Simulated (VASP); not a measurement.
# Sn2H (P6/mmm) in VASP: further runs

Runs on Sn2H. Level: PBE. Tasks: single point.

Everything below comes from runs of VASP 6.6.1. Logs are shortened: lines on timing, memory, paths and dates and some standing lists are left out, and cuts for length are marked.

**1. The cell of the first run**

Symmetry: P6/mmm, No. 191, hexagonal system. Conventional cell: a = 3.479 Å, b = 3.479 Å, c = 12.552 Å, α = 90.00°, β = 90.00°, γ = 120.00°. Sn (site symmetry 6mm) has 8 Sn at 3.04 to 3.48 Å and 6 H at 3.64 Å within 4.0 Å. Within 2.7 Å of Sn (site symmetry 6/mmm) lie 6 H at 2.01 Å. Sn (site symmetry 6/mmm) has 8 Sn at 3.24 to 3.48 Å within 4.3 Å. Within 2.7 Å of H (site symmetry -6m2) lie 3 H at 2.01 Å and 3 Sn at 2.01 Å.

The cell was generated, and may not be a known phase.

**2. Single point, PBE**

File INCAR:

```
SYSTEM = Sn2H
PREC = Accurate
ENCUT = 520
EDIFF = 1E-7
ISMEAR = 0
SIGMA = 0.1
LREAL = .FALSE.
LASPH = .TRUE.
NELM = 60
ALGO = Normal
ISIF = 2
LWAVE = .FALSE.
LCHARG = .FALSE.
GGA = PE
NBANDS = 38
```

File KPOINTS:

```
regular mesh
0
G
  6 6 2
  0 0 0
```

File POSCAR:

```
Sn2H
1.0
    3.4786710840      0.0000000000      0.0000000000
   -1.7393355420      3.0126175301      0.0000000000
    0.0000000000      0.0000000000     12.5521580950
Sn H
4 2
Direct
    0.0000000000      0.0000000000      0.7420639452
    0.0000000000      0.0000000000      0.2579360548
    0.0000000000      0.0000000000      0.5000000000
    0.0000000000      0.0000000000      0.0000000000
    0.3333333333      0.6666666667      0.5000000000
    0.6666666667      0.3333333333      0.5000000000
```

Potentials or basis: VASP PAW PBE potentials, release 64 (Sn_d, H).

Command:

```sh
$ cat potpaw_PBE.64/Sn_d/POTCAR potpaw_PBE.64/H/POTCAR > POTCAR
$ mpirun -np 1 vasp_std > vasp.out
```

OUTCAR:

```text
SYSTEM = Sn2H
   PREC = Accurate
   ENCUT = 520
   EDIFF = 1E-7
   ISMEAR = 0
   LREAL = .FALSE.
   LASPH = .TRUE.
   NELM = 60
   ISIF = 2
   GGA = PE

 ion  position               nearest neighbor table
   1  0.000  0.000  0.742-   3 3.04   4 3.24
   2  0.000  0.000  0.258-   3 3.04   4 3.24
   3  0.000  0.000  0.500-   5 2.01   6 2.01   5 2.01   6 2.01   6 2.01   5 2.01   1 3.04   2 3.04

   4  0.000  0.000  0.000-   1 3.24   2 3.24
   5  0.333  0.667  0.500-   3 2.01   3 2.01   3 2.01
   6  0.667  0.333  0.500-   3 2.01   3 2.01   3 2.01

  LATTYP: Found a hexagonal cell.
 ALAT       =     3.4786710840
 C/A-ratio  =     3.6083198992

  Lattice vectors:

 A1 = (   3.4786710840,   0.0000000000,   0.0000000000)
 A2 = (  -1.7393355420,   3.0126175301,   0.0000000000)
 A3 = (   0.0000000000,   0.0000000000,  12.5521580950)

Analysis of symmetry for initial positions (statically):
=====================================================================
 Subroutine PRICEL returns:
 Original cell was already a primitive cell.

 Routine SETGRP: Setting up the symmetry group for a
 hexagonal supercell.

 Subroutine GETGRP returns: Found 24 space group operations
 (whereof 24 operations were pure point group operations)
 out of a pool of 24 trial point group operations.

The static configuration has the point symmetry D_6h.

Analysis of symmetry for dynamics (positions and initial velocities):
=====================================================================
 Subroutine PRICEL returns:
 Original cell was already a primitive cell.

 Routine SETGRP: Setting up the symmetry group for a
 hexagonal supercell.

 Subroutine GETGRP returns: Found 24 space group operations
 (whereof 24 operations were pure point group operations)
 out of a pool of 24 trial point group operations.

The dynamic configuration has the point symmetry D_6h.

 Subroutine INISYM returns: Found 24 space group operations
 (whereof 24 operations are pure point group operations),
 and found     1 'primitive' translations

----------------------------------------------------------------------------------------

                                     Primitive cell

  volume of cell :     131.5454

  direct lattice vectors                    reciprocal lattice vectors
     3.478671084  0.000000000  0.000000000     0.287466097  0.165968629  0.000000000
    -1.739335542  3.012617530  0.000000000     0.000000000  0.331937257  0.000000000
     0.000000000  0.000000000 12.552158095     0.000000000  0.000000000  0.079667575

  length of vectors
[... 83 lines left out ...]
   IBRION =     -1    ionic relax: 0-MD 1-quasi-New 2-CG
   NFREE  =      0    steps in history (QN), initial steepest desc. (CG)
   ISIF   =      2    stress and relaxation
   ISYM   =      2    0-nonsym 1-usesym 2-fastsym
   POTIM  = 0.5000    time-step for ionic-motion
   TEBEG  =    0.0;   TEEND  =   0.0 temperature during run
   PSTRESS=    0.0 pullay stress
   NELECT =      58.0000    total number of electrons
   NUPDOWN=      -1.0000    fix difference up-down
   EMIN   =  10.00;   EMAX   =-10.00  energy-range for DOS
   EFERMI =   0.00;   METHOD = LEGACY
   ISMEAR =     0;   SIGMA  =   0.10  broadening in eV -4-tet -1-fermi 0-gaus
   EFERMI_NEDOS =   21; number of points for ismear=-14 and -15
   IALGO  =     38    algorithm
   IMIX   =      4    mixing-type and parameters
     AMIX     =   0.40;   BMIX     =  1.00
     AMIX_MAG =   1.60;   BMIX_MAG =  1.00
  volume/ion in A,a.u.               =      21.92       147.95
  Fermi-wavevector in a.u.,A,eV,Ry     =   1.246022  2.354639 21.123995  1.552570
  Thomas-Fermi vector in A             =   2.380218
   LORBIT       =      0    0 simple, 1 ext, 2 COOP (PROOUT), +10 PAW based schemes
   GGA     = PE    functional components
   LHFCALC =     F    Hartree Fock is set to
   AEXX    =    0.0000 exact exchange contribution
   IVDW    =     0    specifies the selected vdW correction
   LEPSILON=     F    determine dielectric tensor
   LRPA    =     F    only Hartree local field effects (RPA)
 non-spin polarized calculation
 Gauss-broadening in eV      SIGMA  =   0.10
  energy-cutoff  :      520.00
  volume of cell :      131.55
 maximum number of plane-waves:      3610
 NGX is ok and might be reduce to    28
   NGX = 13   NGY = 13   NGZ = 47

 number of electron      58.0000024 magnetization

 Free energy of the ion-electron system (eV)
  ---------------------------------------------------
  ext. energy  EPLUGINS =         0.00000000
  ---------------------------------------------------
  free energy    TOTEN  =       -19.68439505 eV

  energy without entropy =      -19.67005837  energy(sigma->0) =      -19.67722671

 E-fermi :   6.1232     XC(G=0):  -9.6310

 val. band max:        6.1147224531   @ k =   0.3333   0.1667   0.5000
 cond. band min:       6.2325625991   @ k =   0.5000  -0.0000   0.0000
 fundamental gap:      0.1178401460
 Fermi energy:         6.1231790313

 k-point     1 :       0.0000    0.0000    0.0000
  band No.  band energies     occupation
      1     -15.5518      2.00000
      2     -15.5390      2.00000
      3     -15.5390      2.00000
      4     -15.4654      2.00000
      5     -15.4654      2.00000
      6     -15.4034      2.00000
[... 563 lines left out ...]
     37      11.2866      0.00000
     38      11.2866      0.00000

------------------------ aborting loop because EDIFF is reached ----------------------------------------

  FORCE on cell =-STRESS in cart. coord.  units (eV):
  Direction    XX          YY          ZZ          XY          YZ          ZX
  --------------------------------------------------------------------------------------
  -------------------------------------------------------------------------------------
  Total       -0.0797367     -0.0797367     -0.2812681      0.0000000     -0.0000000     -0.0000000
  in kB       -0.9711654     -0.9711654     -3.4257475      0.0000000     -0.0000000     -0.0000000
  external PRESSURE =      -1.7893594 kB  Pullay stress =       0.0000000 kB

 VOLUME and BASIS-vectors are now :
 -----------------------------------------------------------------------------
  energy-cutoff  :      520.00
  volume of cell :      131.55
      direct lattice vectors                 reciprocal lattice vectors
     3.478671084  0.000000000  0.000000000     0.287466097  0.165968629  0.000000000
    -1.739335542  3.012617530  0.000000000     0.000000000  0.331937257  0.000000000
     0.000000000  0.000000000 12.552158095     0.000000000  0.000000000  0.079667575

 POSITION                                       TOTAL-FORCE (eV/Angst)
 -----------------------------------------------------------------------------------
      0.00000      0.00000      9.31450        -0.000000     -0.000000      0.009398
      0.00000      0.00000      3.23765         0.000000      0.000000     -0.009398
      0.00000      0.00000      6.27608        -0.000000      0.000000      0.000000
      0.00000      0.00000      0.00000        -0.000000      0.000000      0.000000
     -0.00000      2.00841      6.27608        -0.000000      0.000000      0.000000
      1.73934      1.00421      6.27608         0.000000     -0.000000      0.000000
 -----------------------------------------------------------------------------------
    total drift:                               -0.000000     -0.000000      0.000000

  FREE ENERGIE OF THE ION-ELECTRON SYSTEM (eV)
  ---------------------------------------------------
  free  energy   TOTEN  =       -19.6843950470 eV

  energy  without entropy=      -19.6700583747  energy(sigma->0) =      -19.67722671
```

OSZICAR:

```text
N       E                     dE             d eps       ncg     rms          rms(c)
DAV:   1     0.582913328596E+03    0.58291E+03   -0.28816E+04  1092   0.226E+03
DAV:   2     0.638197915801E+02   -0.51909E+03   -0.50870E+03  1064   0.590E+02
DAV:   3    -0.165341151466E+02   -0.80354E+02   -0.78656E+02  1226   0.197E+02
DAV:   4    -0.205488904509E+02   -0.40148E+01   -0.39989E+01  1240   0.476E+01
DAV:   5    -0.206788162535E+02   -0.12993E+00   -0.12991E+00  1508   0.862E+00    0.563E+00
DAV:   6    -0.197282360216E+02    0.95058E+00   -0.28851E+00  1330   0.123E+01    0.233E+00
DAV:   7    -0.196851166598E+02    0.43119E-01   -0.59502E-01  1192   0.468E+00    0.118E+00
DAV:   8    -0.196835794421E+02    0.15372E-02   -0.65437E-02  1486   0.203E+00    0.357E-01
DAV:   9    -0.196841961442E+02   -0.61670E-03   -0.17948E-02  1218   0.101E+00    0.127E-01
DAV:  10    -0.196844281686E+02   -0.23202E-03   -0.33209E-03  1298   0.629E-01    0.623E-02
DAV:  11    -0.196844376066E+02   -0.94380E-05   -0.13866E-03  1488   0.466E-01    0.338E-02
DAV:  12    -0.196843921665E+02    0.45440E-04   -0.32896E-04  1684   0.143E-01    0.105E-02
DAV:  13    -0.196843953623E+02   -0.31957E-05   -0.37838E-05  1188   0.508E-02    0.486E-03
DAV:  14    -0.196843953578E+02    0.44847E-08   -0.40502E-06  1370   0.243E-02    0.211E-03
DAV:  15    -0.196843950187E+02    0.33905E-06   -0.86991E-07  1146   0.956E-03    0.801E-04
DAV:  16    -0.196843950470E+02   -0.28243E-07   -0.32640E-07  1096   0.527E-03
   1 F= -.19684395E+02 E0= -.19677227E+02  d E =-.143367E-01
```

stdout:

```text
POSCAR found type information on POSCAR SnH
 POSCAR found :  2 types and       6 ions
 scaLAPACK will be used
 LDA part: xc-table for (Slater+PW92), standard interpolation
 POSCAR, INCAR and KPOINTS ok, starting setup
 FFT: planning ... GRIDC
 FFT: planning ... GRID_SOFT
 FFT: planning ... GRID
 WAVECAR not read
 entering main loop
```

Wall time 75 s (1 thread of Intel Xeon Platinum 8559C (Emerald Rapids), shared host); peak memory 0.27 GiB.

Results:

* Free energy: -19.6844 eV
* Pressure: -0.2 GPa
* Largest force: 0.009 eV/Å
* Band gap on the k mesh: zero (bands 29 and 30 overlap by 6.29 eV)

Forces on the atoms (eV/Å):
```
Sn   0.000  0.000  0.009
Sn   0.000  0.000 -0.009
Sn   0.000  0.000  0.000
Sn   0.000  0.000  0.000
H    0.000  0.000  0.000
H    0.000  0.000  0.000
```

Levels at points of the mesh, in eV from the Fermi level:
| k point | band 25 | band 26 | band 27 | band 28 | band 29 | band 30 | band 31 | band 32 | band 33 | band 34 |
| --- | --- | --- | --- | --- | --- | --- | --- | --- | --- | --- |
| (0.00, 0.00, 0.00) | -4.07 | -0.62 | -0.30 | 0.52 | 4.95 | 4.95 | 5.19 | 5.37 | 5.93 | 5.93 |
| (0.50, 0.00, 0.00) | -4.39 | -3.43 | -2.83 | -1.97 | -1.55 | 0.11 | 1.91 | 2.53 | 2.91 | 3.08 |
| (0.00, 0.00, 0.50) | -2.93 | -2.88 | 0.52 | 2.08 | 3.01 | 5.01 | 5.01 | 5.63 | 5.63 | 6.04 |
| (0.50, 0.00, 0.50) | -5.10 | -3.49 | -2.63 | -2.14 | -0.59 | -0.23 | 0.87 | 1.93 | 2.88 | 3.91 |

Caveat: spin-orbit coupling is left out, which moves the levels of the heavy elements.

**3. Single point, PBE**

This run uses another cell than the first one, of 23.04 Å³/atom.

File INCAR:

```
SYSTEM = Sn2H
ALGO = Normal ; EDIFF = 1E-6
ENCUT = 520 ; GGA = PE
ISIF = 2 ; ISMEAR = 0
LASPH = .TRUE. ; LCHARG = .FALSE.
LREAL = .FALSE. ; LWAVE = .FALSE.
NBANDS = 38 ; NELM = 60
PREC = Accurate ; SIGMA = 0.1
```

File KPOINTS:

```
k-points
0
G
  6 6 2
  0 0 0
```

File POSCAR:

```
Sn2H
1.0
    4.1413936200      0.0000000000      0.0000000000
   -2.0706968100      3.5865520800      0.0000000000
    0.0000000000      0.0000000000      9.3084190700
Sn H
4 2
Direct
    0.0000000000      0.0000000000      0.8115213200
    0.0000000000      0.0000000000      0.1884786800
    0.0000000000      0.0000000000      0.5000000000
    0.0000000000      0.0000000000      0.0000000000
    0.3333333300      0.6666666700      0.5000000000
    0.6666666700      0.3333333300      0.5000000000
```

Potentials or basis: VASP PAW PBE potentials, release 64 (Sn_d, H).

Command:

```sh
$ cat potpaw_PBE.64/Sn_d/POTCAR potpaw_PBE.64/H/POTCAR > POTCAR
$ mpirun -np 1 vasp_std > vasp.out
```

Wall time 60 s (1 thread of Intel Xeon Platinum 8559C (Emerald Rapids), shared host); peak memory 0.27 GiB.

The run converged. Its results:

```yaml
Free_energy: 9.1240 eV
Pressure: 66.1 GPa
Largest_force: 49.685 eV/Å
Band_gap_on_the_k_mesh: zero (bands 29 and 30 overlap by 2.88 eV)
```

Forces in eV/Å, atoms in the order of the input:
```
Sn    0.000   0.000 -49.685
Sn    0.000   0.000  49.685
Sn    0.000   0.000   0.000
Sn    0.000   0.000   0.000
H     0.000   0.000   0.000
H     0.000   0.000   0.000
```

Stress tensor (GPa, compression positive):
```
 -3.87   0.00   0.00
  0.00  -3.87   0.00
  0.00   0.00 206.02
```

Levels at points of the mesh, in eV from the Fermi level:
| k point | band 25 | band 26 | band 27 | band 28 | band 29 | band 30 | band 31 | band 32 | band 33 | band 34 |
| --- | --- | --- | --- | --- | --- | --- | --- | --- | --- | --- |
| (0.00, 0.00, 0.00) | -2.58 | -0.89 | -0.89 | 0.61 | 1.72 | 2.83 | 2.83 | 2.96 | 2.96 | 5.17 |
| (0.50, 0.00, 0.00) | -4.10 | -1.78 | -1.72 | -1.51 | -1.50 | -0.03 | 1.50 | 1.70 | 2.72 | 4.01 |
| (0.00, 0.00, 0.50) | -0.84 | -0.84 | -0.24 | 0.61 | 2.05 | 2.05 | 2.54 | 2.79 | 4.09 | 4.09 |
| (0.50, 0.00, 0.50) | -4.39 | -3.83 | -1.73 | -1.10 | -0.67 | 0.75 | 1.82 | 2.13 | 2.80 | 3.88 |

Caveat: atoms lie so close that the PAW spheres overlap strongly, which falsifies energies and pressures; the stress differs along the axes, from -4 to 206 GPa; spin-orbit coupling is left out, which moves the levels of the heavy elements; forces of over 1 eV/Å act on the atoms, so gaps and moduli don't describe the material at rest.

The gap in the log of VASP goes by the Fermi energy; the results here count the filled bands.